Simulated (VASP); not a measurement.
A run of VASP 6.6.1 is set up as follows.

Contents of INCAR:

```
SYSTEM = MgS
GGA = PE
ISMEAR = 0
SIGMA = 0.03
LWAVE = .False.
LCHARG = .False.
ISIF = 2
ISYM = 0
PREC = Accurate
LASPH = .True.
LREAL = .False.
ALGO = Normal
EDIFF = 1E-6
NELM = 120
GGA_COMPAT = .False.
ENCUT = 420
EFERMI = MIDGAP
NSIM = 4
```

Contents of KPOINTS:

```
k-points
0
Gamma
  1 1 1
```

Contents of POSCAR:

```
MgS
1.0
    0.0000000000      5.6662400936      5.6662400936
    5.6662400936      0.0000000000      5.6662400936
    8.4993601404      8.4993601404      0.0000000000
S Mg
12 12
Direct
    0.1305710000      0.1245000000      0.0829350000
    0.1222410000      0.1294720000      0.4251990000
    0.1208880000      0.1265240000      0.7563310000
    0.1308430000      0.6190400000      0.0821400000
    0.1225660000      0.6287980000      0.4150770000
    0.1232460000      0.6256000000      0.7507860000
    0.6229880000      0.1279280000      0.0876310000
    0.6119440000      0.1282350000      0.4190540000
    0.6182530000      0.1330290000      0.7516210000
    0.6298560000      0.6316430000      0.0807980000
    0.6262720000      0.6264810000      0.4131630000
    0.6189350000      0.6299980000      0.7469750000
   -0.0024660000     -0.0037680000      0.0014700000
    0.0078150000      0.0017380000      0.3316730000
    0.0034780000     -0.0022380000      0.6657330000
    0.0008150000      0.5043780000     -0.0008830000
    0.0029360000      0.5002560000      0.3355790000
   -0.0035700000      0.5042060000      0.6623700000
    0.5033890000     -0.0009320000     -0.0032180000
    0.5022580000      0.0071870000      0.3318900000
    0.4990540000      0.0015880000      0.6664730000
    0.4959240000      0.5031670000     -0.0062890000
    0.5052960000      0.4988630000      0.3309330000
    0.4992220000      0.4986800000      0.6688900000
```

Potentials or basis: VASP PAW PBE potentials, release 64 (S, Mg).

The run is started by

```sh
$ cat potpaw_PBE.64/S/POTCAR potpaw_PBE.64/Mg/POTCAR > POTCAR
$ mpirun -np 8 vasp_std > vasp.out
```

Question: What does it give for the largest force?

Answer: 0.831 eV/Å.

Question: What does it give for the pressure?

Answer: 2.5 GPa.

Forces on the atoms (eV/Å):
```
S    0.055 -0.195 -0.162
S   -0.586 -0.333  0.054
S   -0.254 -0.252  0.071
S    0.370 -0.078 -0.057
S    0.016  0.151  0.304
S   -0.172 -0.180 -0.022
S   -0.297 -0.300  0.081
S   -0.096  0.572  0.595
S   -0.572  0.157  0.045
S   -0.316 -0.197 -0.396
S    0.135  0.113  0.052
S   -0.084  0.157  0.254
Mg   0.257  0.243  0.067
Mg   0.311 -0.166 -0.118
Mg   0.555  0.232 -0.224
Mg  -0.197  0.065 -0.206
Mg  -0.046 -0.327 -0.109
Mg   0.153  0.305 -0.083
Mg   0.395  0.180  0.066
Mg  -0.142 -0.030 -0.544
Mg   0.294 -0.071 -0.033
Mg   0.145  0.577  0.243
Mg   0.163 -0.158  0.001
Mg  -0.086 -0.464  0.121
```

Caveat: the k points lie up to 0.96 Å⁻¹ apart; the cell differs from its parent crystal (atoms moved at random).
